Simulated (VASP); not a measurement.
Write the native input for VASP 6.6.1 that does the following.

```
Task                   : single point
Functional             : PBE
Potentials or basis    : VASP PAW PBE potentials, release 64 (Cu)
Cutoff                 : 520 eV
k mesh                 : 8 × 8 × 8
Occupations            : gaussian, width 0.1 eV
Spin                   : no spin polarisation
Dipole correction      : no
Further INCAR settings : ALGO = Fast; EDIFF = 1e-06; NBANDS = 12
```

The structure of Cu lies in POSCAR:

```
Cu
1.0
    0.0000000000      1.8937592700      2.0776738300
    1.7151807600      0.0000000000      2.0776738300
    1.7151807600      1.8937592700      0.0000000000
Cu
1
Direct
    0.0000000000      0.0000000000      0.0000000000
```

The cell was built from a structure type or drawn by symmetry, and may not be a known phase.

These files were run (other wordings do the same):

INCAR

```
ALGO = Fast
EDIFF = 1E-6
ENCUT = 520
GGA = PE
ISIF = 2
ISMEAR = 0
LASPH = True
LCHARG = False
LREAL = False
LWAVE = False
NBANDS = 12
NELM = 80
PREC = Accurate
SIGMA = 0.1
```

KPOINTS

```
k-points
0
Gamma
  8 8 8
```

Potentials or basis: VASP PAW PBE potentials, release 64 (Cu).

Command:

```sh
$ cat potpaw_PBE.64/Cu/POTCAR > POTCAR
$ mpirun -np 1 vasp_std > vasp.out
```

Results of the run:

| Item | Value |
| --- | --- |
| Pressure | -11.1 GPa |
| Band gap on the k mesh | zero (an odd number of electrons rules out a gap without spin polarisation) |

Caveat: the k points lie up to 0.36 Å⁻¹ apart, too coarse for converged energies and pressures of a metal.

Wall time 5.7 s on 1 thread of Intel(R) Xeon(R) 6975P-C (Granite Rapids), with other jobs on the host, peak memory 0.13 GiB.
